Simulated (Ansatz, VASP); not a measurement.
**Two plane-wave programs on Sb**

```
CELL_PARAMETERS angstrom
-1.89626 1.89626 1.89626
1.89626 -1.89626 1.89626
1.89626 1.89626 -1.89626
ATOMIC_POSITIONS crystal
Sb 0.00000 0.00000 0.00000
```

Alike in both runs: functional PBE; k mesh 12 × 12 × 12; occupations fermi-dirac, width 0.1 eV; no spin polarisation.

Ansatz relaxed the structure, and its values are those at the end. VASP's run is a single point on that final structure, the one shown.

|  | VASP | Ansatz |
| --- | --- | --- |
| version | VASP 6.6.1 | Ansatz 0.2.0 |
| potentials or method | VASP PAW PBE potentials, release 64 (Sb), cutoff 500 eV | plane waves (420 eV) with PAW, scalar-relativistic |
| valence electrons in the cell | 5 | 15 |

Ansatz gave:

| Item | Value |
| --- | --- |
| pressure (GPa) | 0.0 |

**Question.** What did VASP give for the same quantities?

**Answer.** Pressure (GPa): -0.2.

VASP's potentials hold 5 valence electrons a cell and Ansatz's 15, so a difference there can come from the potentials and not from the codes.

Neither program's run includes spin-orbit coupling.
